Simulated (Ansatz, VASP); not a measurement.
**MnHg in VASP and in Ansatz**

```xyz
2
Lattice="3.3170 0.0000 0.0000 0.0000 3.3170 0.0000 0.0000 0.0000 3.3422" Properties=species:S:1:pos:R:3 pbc="T T T"
Mn    1.6585    1.6585    1.6711
Hg    0.0000    0.0000    0.0000
```

Alike in both runs: task single point; functional LDA; k mesh 9 × 9 × 9; occupations gaussian, width 0.3 eV; collinear spin.

|  | VASP | Ansatz |
| --- | --- | --- |
| version | VASP 6.6.1 | Ansatz 0.2.0 |
| potentials or method | VASP PAW LDA potentials, release 64 (Mn_pv, Hg), cutoff 520 eV | plane waves, PAW |
| valence electrons in the cell | 25 | 35 |

```csv
,VASP,Ansatz,Ansatz less VASP
pressure (GPa),-10.4,-10.5,-0.08
net moment per atom (μB),1.86,1.90,+0.031
size of the moment on the site where the two differ most (μB),3.62,3.74,+0.120
```

LDA's correlation is that of Perdew and Zunger in VASP and of Perdew and Wang (1992) in Ansatz. Site moments also hang on the region over which each program counts them. VASP's potentials hold 25 valence electrons a cell and Ansatz's 35, so a difference there can come from the potentials and not from the codes.

Spin-orbit coupling is off throughout.
